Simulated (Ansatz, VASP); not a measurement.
# One calculation of SiB5, two programs

```xyz
12
Lattice="-3.0086 0.0000 4.1920 -4.3197 2.9871 0.0021 -4.3197 -2.9871 0.0021" Properties=species:S:1:pos:R:3 pbc="T T T"
Si   -5.1728    0.0000    3.7608
Si   -6.4753    0.0000    0.4354
B   -10.6306    0.0000    2.7902
B    -1.0175    0.0000    1.4060
B    -8.1525    0.9639    1.4402
B    -3.4956   -0.9639    2.7561
B    -3.4956    0.9639    2.7561
B    -8.1525   -0.9639    1.4402
B    -6.5416   -1.5729    3.8736
B    -6.5416    1.5729    3.8736
B    -5.1065   -1.5729    0.3226
B    -5.1065    1.5729    0.3226
```

Alike in both runs: task single point; functional PBE; k mesh 6 × 6 × 6; occupations gaussian, width 0.2 eV; no spin polarisation.

|  | VASP | Ansatz |
| --- | --- | --- |
| version | VASP 6.6.1 | Ansatz 0.2.0 |
| potentials or method | VASP PAW PBE potentials, release 64 (Si, B), cutoff 520 eV | scalar-relativistic, plane waves, PAW |
| valence electrons in the cell | 38 | 38 |

Ansatz gave:

```
gap on the k mesh at the Fermi level (eV)                     : none
pressure (GPa)                                                : 0.0
traceless stress, the component that is largest in VASP (GPa) : -0.08
rms of the force components (eV/Å)                            : 0.004
```

Task: What did VASP give for the same quantities?

Result: gap on the k mesh at the Fermi level (eV): none; pressure (GPa): 0.0; traceless stress, the component that is largest in VASP (GPa): -0.05; rms of the force components (eV/Å): 0.007.

Atom by atom the forces differ by 0.006 eV/Å (rms over components). A gap of «none» marks a metal or a gap that the smearing closes.
